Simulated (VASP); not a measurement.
# AlRu (NiAs type) (P6_3/mmc) in VASP: a series of runs, part 2 of 2

VASP 6.6.1. The steps go on from the part before.

## 4. Single point, PBE (volume scaled by 0.72)

INCAR reads:

```
SYSTEM = AlRu
ALGO = Normal
EDIFF = 1E-7
ENCUT = 520
GGA = PE
ISIF = 2
ISMEAR = -1
LASPH = .TRUE.
LCHARG = .FALSE.
LREAL = .FALSE.
LWAVE = .FALSE.
NBANDS = 25
NELM = 60
PREC = Accurate
SIGMA = 0.08
```

KPOINTS reads:

```
k-points
0
G
  11 11 6
  0 0 0
```

POSCAR reads:

```
AlRu
1.0
    2.5732285111      0.0000000000      0.0000000000
   -1.2866142556      2.2284812604      0.0000000000
    0.0000000000      0.0000000000      7.0960349463
Ru Al
2 2
Direct
    0.0000000000      0.0000000000      0.0000000000
    0.0000000000      0.0000000000      0.5000000000
    0.3333333333      0.6666666667      0.2500000000
    0.6666666667      0.3333333333      0.7500000000
```

Potentials or basis: VASP PAW PBE potentials, release 64 (Ru_pv, Al).

Command:

```sh
cat potpaw_PBE.64/Ru_pv/POTCAR potpaw_PBE.64/Al/POTCAR > POTCAR
mpirun -np 1 vasp_std > vasp.out
```

OUTCAR:

```text
SYSTEM = AlRu
   EDIFF = 1E-7
   ENCUT = 520
   GGA = PE
   ISIF = 2
   ISMEAR = -1
   LASPH = .TRUE.
   LREAL = .FALSE.
   NELM = 60
   PREC = Accurate

 ion  position               nearest neighbor table
   1  0.000  0.000  0.000-   3 2.31   4 2.31   4 2.31   3 2.31   4 2.31   3 2.31
   2  0.000  0.000  0.500-   3 2.31   4 2.31   4 2.31   3 2.31   4 2.31   3 2.31
   3  0.333  0.667  0.250-   1 2.31   2 2.31   1 2.31   2 2.31   1 2.31   2 2.31
   4  0.667  0.333  0.750-   1 2.31   2 2.31   1 2.31   2 2.31   1 2.31   2 2.31

  LATTYP: Found a hexagonal cell.
 ALAT       =     2.5732285111
 C/A-ratio  =     2.7576388633

  Lattice vectors:

 A1 = (   2.5732285111,   0.0000000000,   0.0000000000)
 A2 = (  -1.2866142556,   2.2284812604,   0.0000000000)
 A3 = (   0.0000000000,   0.0000000000,   7.0960349463)

Analysis of symmetry for initial positions (statically):
=====================================================================
 Subroutine PRICEL returns:
 Original cell was already a primitive cell.

 Routine SETGRP: Setting up the symmetry group for a
 hexagonal supercell.

 Subroutine GETGRP returns: Found 24 space group operations
 (whereof 12 operations were pure point group operations)
 out of a pool of 24 trial point group operations.

The static configuration has the point symmetry D_3d.
 The point group associated with its full space group is D_6h.

Analysis of symmetry for dynamics (positions and initial velocities):
=====================================================================
 Subroutine PRICEL returns:
 Original cell was already a primitive cell.

 Routine SETGRP: Setting up the symmetry group for a
 hexagonal supercell.

 Subroutine GETGRP returns: Found 24 space group operations
 (whereof 12 operations were pure point group operations)
 out of a pool of 24 trial point group operations.

The dynamic configuration has the point symmetry D_3d.
 The point group associated with its full space group is D_6h.

 Subroutine INISYM returns: Found 24 space group operations
[... 121 lines left out ...]
     AMIX_MAG =   1.60;   BMIX_MAG =  1.00
  volume/ion in A,a.u.               =      10.17        68.65
  Fermi-wavevector in a.u.,A,eV,Ry     =   1.541938  2.913839 32.348821  2.377571
  Thomas-Fermi vector in A             =   2.647813
   LORBIT       =      0    0 simple, 1 ext, 2 COOP (PROOUT), +10 PAW based schemes
   GGA     = PE    functional components
   LHFCALC =     F    Hartree Fock is set to
   AEXX    =    0.0000 exact exchange contribution
   IVDW    =     0    specifies the selected vdW correction
   LEPSILON=     F    determine dielectric tensor
   LRPA    =     F    only Hartree local field effects (RPA)
 non-spin polarized calculation
  energy-cutoff  :      520.00
  volume of cell :       40.69
 maximum number of plane-waves:      1113
 NGX is ok and might be reduce to    20

 number of electron      33.9999985 magnetization

 Free energy of the ion-electron system (eV)
  ---------------------------------------------------
  ext. energy  EPLUGINS =         0.00000000
  ---------------------------------------------------
  free energy    TOTEN  =       -23.11618734 eV

  energy without entropy =      -23.08372935  energy(sigma->0) =      -23.09995835

 E-fermi :  15.5791     XC(G=0): -14.0248

 val. band max:       15.5318393855   @ k =   0.2727   0.0000   0.0000
 cond. band min:      15.5842155082   @ k =   0.0909  -0.0000   0.1667
 fundamental gap:      0.0523761227
 Fermi energy:        15.5790545054

 k-point     1 :       0.0000    0.0000    0.0000
  band No.  band energies     occupation
      1     -27.0903      2.00000
      2     -27.0276      2.00000
      3     -26.3855      2.00000
      4     -26.3855      2.00000
      5     -26.3844      2.00000
      6     -26.3844      2.00000
[... 661 lines left out ...]
     24      26.7950      0.00000
     25      27.5448      0.00000

 [... further k-points ...]

------------------------ aborting loop because EDIFF is reached ----------------------------------------

  FORCE on cell =-STRESS in cart. coord.  units (eV):
  Direction    XX          YY          ZZ          XY          YZ          ZX
  --------------------------------------------------------------------------------------
  -------------------------------------------------------------------------------------
  Total       32.6159175     32.6159175     32.6205775     -0.0000000     -0.0000000     -0.0000000
  in kB     1284.2130982   1284.2130983   1284.3965814     -0.0000000     -0.0000000     -0.0000000
  external PRESSURE =    1284.2742593 kB  Pullay stress =       0.0000000 kB

 VOLUME and BASIS-vectors are now :
 -----------------------------------------------------------------------------
  energy-cutoff  :      520.00
  volume of cell :       40.69
      direct lattice vectors                 reciprocal lattice vectors
     2.573228511  0.000000000  0.000000000     0.388616866  0.224368052  0.000000000
    -1.286614256  2.228481260  0.000000000     0.000000000  0.448736105  0.000000000
     0.000000000  0.000000000  7.096034946     0.000000000  0.000000000  0.140923770

 POSITION                                       TOTAL-FORCE (eV/Angst)
 -----------------------------------------------------------------------------------
      0.00000      0.00000      0.00000         0.000000      0.000000     -0.000000
      0.00000      0.00000      3.54802         0.000000      0.000000     -0.000000
     -0.00000      1.48565      1.77401        -0.000000      0.000000      0.000000
      1.28661      0.74283      5.32203         0.000000     -0.000000      0.000000
 -----------------------------------------------------------------------------------
    total drift:                               -0.000000      0.000000      0.000000

  FREE ENERGIE OF THE ION-ELECTRON SYSTEM (eV)
  ---------------------------------------------------
  free  energy   TOTEN  =       -23.1161873436 eV

  energy  without entropy=      -23.0837293478  energy(sigma->0) =      -23.09995835
```

stdout:

```text
POSCAR found type information on POSCAR RuAl
 POSCAR found :  2 types and       4 ions
 scaLAPACK will be used
 LDA part: xc-table for (Slater+PW92), standard interpolation
 POSCAR, INCAR and KPOINTS ok, starting setup
 FFT: planning ... GRIDC
 FFT: planning ... GRID_SOFT
 FFT: planning ... GRID
 WAVECAR not read
 entering main loop
```

Wall time 1.7 min (1 thread of AMD EPYC 7R43 (Zen 3), shared host); peak memory 0.16 GiB.

Results:

* Free energy: -23.1162 eV
* Pressure: 128.4 GPa
* Band gap on the k mesh: zero (band 17 reaches 18.30 eV, above the bottom of band 18 at 14.85 eV)

Levels at points of the mesh, in eV from the Fermi level:
```
           k point  band 13  band 14  band 15  band 16  band 17  band 18  band 19  band 20  band 21  band 22
(0.00, 0.00, 0.00)    -2.67    -2.65    -2.65    -0.29    -0.29     0.11     0.15     0.15     8.63     9.60
(0.00, 0.00, 0.50)    -2.66    -2.66    -1.69    -1.69    -0.08    -0.08    -0.08    -0.08     9.51     9.51
```

Caveat: the cell differs from its parent crystal (volume scaled by 0.72).

## 5. Single point, PBE

This run uses another cell than the first one, of 11.30 Å³/atom, 1.250 times its volume.

INCAR reads:

```
PREC = Accurate ; ENCUT = 520
EDIFF = 1E-7 ; ISMEAR = -1
SIGMA = 0.08 ; LREAL = False
LASPH = True ; NELM = 80
ALGO = Normal ; ISIF = 2
LWAVE = False ; LCHARG = False
GGA = PE ; NBANDS = 25
```

KPOINTS reads:

```
Automatic mesh
0
Gamma
  11 11 6
```

POSCAR reads:

```
AlRu
1.0
    2.6669933359      0.0000000000      0.0000000000
   -1.3334966680      2.3096839806      0.0000000000
    0.0000000000      0.0000000000      7.3398314086
Ru Al
2 2
Direct
    0.0000000000      0.0000000000      0.0000000000
    0.0000000000      0.0000000000      0.5000000000
    0.3333333333      0.6666666667      0.2500000000
    0.6666666667      0.3333333333      0.7500000000
```

Command:

```sh
cat potpaw_PBE.64/Ru_pv/POTCAR potpaw_PBE.64/Al/POTCAR > POTCAR
mpirun -np 1 vasp_std > vasp.out
```

It took 95 s on 1 thread of AMD EPYC 7R43 (Zen 3), shared host; peak memory 0.16 GiB.

The run converged. Its results:

- Free energy: -25.8449 eV
- Pressure: 69.4 GPa
- Band gap on the k mesh: zero (band 17 reaches 16.20 eV, above the bottom of band 18 at 13.06 eV)

Levels at points of the mesh, in eV from the Fermi level:
| k point | band 15 | band 16 | band 17 | band 18 | band 19 | band 20 |
| --- | --- | --- | --- | --- | --- | --- |
| (0.00, 0.00, 0.00) | -2.26 | -0.25 | -0.25 | -0.02 | 0.13 | 0.13 |
| (0.00, 0.00, 0.50) | -1.61 | -1.61 | -0.07 | -0.07 | -0.07 | -0.07 |

## 6. Single point, PBE

INCAR reads:

```
SYSTEM = AlRu
PREC = Accurate ; ENCUT = 520
EDIFF = 1E-6 ; ISMEAR = -1
SIGMA = 0.08 ; LREAL = .False.
LASPH = .True. ; NELM = 80
ALGO = Normal ; ISIF = 2
LWAVE = .False. ; LCHARG = .False.
GGA = PE ; NBANDS = 25
```

KPOINTS reads:

```
regular mesh
0
Gamma
  11 11 6
  0 0 0
```

POSCAR is that of step 5.

Potentials or basis: VASP PAW PBE potentials, release 64 (Ru_pv, Al).

Command:

```sh
cat potpaw_PBE.64/Ru_pv/POTCAR potpaw_PBE.64/Al/POTCAR > POTCAR
mpirun -np 1 vasp_std > vasp.out
```

OUTCAR:

```text
SYSTEM = AlRu
   PREC = Accurate
   ENCUT = 520
   EDIFF = 1E-6
   ISMEAR = -1
   LREAL = .False.
   LASPH = .True.
   NELM = 80
   ISIF = 2
   GGA = PE

 ion  position               nearest neighbor table
   1  0.000  0.000  0.000-   3 2.40   4 2.40   4 2.40   3 2.40   4 2.40   3 2.40
   2  0.000  0.000  0.500-   3 2.40   4 2.40   4 2.40   3 2.40   4 2.40   3 2.40
   3  0.333  0.667  0.250-   1 2.40   2 2.40   1 2.40   2 2.40   1 2.40   2 2.40
   4  0.667  0.333  0.750-   1 2.40   2 2.40   1 2.40   2 2.40   1 2.40   2 2.40

  LATTYP: Found a hexagonal cell.
 ALAT       =     2.6669933359
 C/A-ratio  =     2.7520996434

  Lattice vectors:

 A1 = (   2.6669933359,   0.0000000000,   0.0000000000)
 A2 = (  -1.3334966680,   2.3096839806,   0.0000000000)
 A3 = (   0.0000000000,   0.0000000000,   7.3398314086)

Analysis of symmetry for initial positions (statically):
=====================================================================
 Subroutine PRICEL returns:
 Original cell was already a primitive cell.

 Routine SETGRP: Setting up the symmetry group for a
 hexagonal supercell.

 Subroutine GETGRP returns: Found 24 space group operations
 (whereof 12 operations were pure point group operations)
[... 166 lines left out ...]
  free energy    TOTEN  =       -25.84492854 eV

  energy without entropy =      -25.80611438  energy(sigma->0) =      -25.82552146

 E-fermi :  13.6787     XC(G=0): -13.4440

 val. band max:       13.6603896185   @ k =   0.0000   0.0000   0.0000
 cond. band min:      13.6802211557   @ k =   0.0909   0.0909   0.3333
 fundamental gap:      0.0198315372
 Fermi energy:        13.6787078138

 k-point     1 :       0.0000    0.0000    0.0000
  band No.  band energies     occupation
      1     -28.7363      2.00000
      2     -28.6978      2.00000
      3     -28.3102      2.00000
      4     -28.3102      2.00000
      5     -28.3093      2.00000
      6     -28.3093      2.00000
[... 661 lines left out ...]
     24      23.9429      0.00000
     25      24.8507      0.00000

 [... further k-points ...]
[... 5 lines left out ...]
  --------------------------------------------------------------------------------------
  -------------------------------------------------------------------------------------
  Total       19.5992073     19.5992073     19.5737395     -0.0000000      0.0000000     -0.0000000
  in kB      694.5260050    694.5260050    693.6235154     -0.0000000      0.0000000     -0.0000000
  external PRESSURE =     694.2251752 kB  Pullay stress =       0.0000000 kB

 VOLUME and BASIS-vectors are now :
 -----------------------------------------------------------------------------
  energy-cutoff  :      520.00
  volume of cell :       45.21
      direct lattice vectors                 reciprocal lattice vectors
     2.666993336  0.000000000  0.000000000     0.374954068  0.216479832  0.000000000
    -1.333496668  2.309683981  0.000000000     0.000000000  0.432959664  0.000000000
     0.000000000  0.000000000  7.339831409     0.000000000  0.000000000  0.136242911

 POSITION                                       TOTAL-FORCE (eV/Angst)
 -----------------------------------------------------------------------------------
      0.00000      0.00000      0.00000        -0.000000      0.000000      0.000000
      0.00000      0.00000      3.66992        -0.000000      0.000000      0.000000
     -0.00000      1.53979      1.83496         0.000000     -0.000000      0.000000
      1.33350      0.76989      5.50487        -0.000000      0.000000     -0.000000
 -----------------------------------------------------------------------------------
    total drift:                               -0.000000      0.000000      0.000000

  FREE ENERGIE OF THE ION-ELECTRON SYSTEM (eV)
  ---------------------------------------------------
  free  energy   TOTEN  =       -25.8449285422 eV

  energy  without entropy=      -25.8061143804  energy(sigma->0) =      -25.82552146
```

Wall time 68 s (1 thread of AMD EPYC 7R43 (Zen 3), shared host); peak memory 0.16 GiB.

What came out:

```
Free energy            : -25.8449 eV
Pressure               : 69.4 GPa
Band gap on the k mesh : zero (band 17 reaches 16.20 eV, above the bottom of band 18 at 13.06 eV)
```

Levels at points of the mesh, in eV from the Fermi level:
```
           k point  band 14  band 15  band 16  band 17  band 18  band 19  band 20  band 21
(0.00, 0.00, 0.00)    -2.26    -2.26    -0.25    -0.25    -0.02     0.13     0.13     7.85
(0.00, 0.00, 0.50)    -2.27    -1.61    -1.61    -0.07    -0.07    -0.07    -0.07     9.15
```

## 7. The runs side by side

```csv
cell,gap on the mesh (eV),pressure (GPa)
"a = 2.476, b = 2.476, c = 6.812 Å, angles 90.0, 90.0, 120.0°, 4 atoms",none,224.0
"a = 2.573, b = 2.573, c = 7.096 Å, angles 90.0, 90.0, 120.0°, 4 atoms",none,128.4
"a = 2.667, b = 2.667, c = 7.340 Å, angles 90.0, 90.0, 120.0°, 4 atoms",none,69.4
```

Alike in all rows: task single point; level PBE; potentials or basis VASP PAW PBE potentials, release 64 (Ru_pv, Al); no spin polarisation; k mesh 11 × 11 × 6; cutoff (eV) 520; smearing fermi-dirac 0.08 eV.

Total energies depend on the potentials used, so only differences within one code and one set of settings carry meaning.
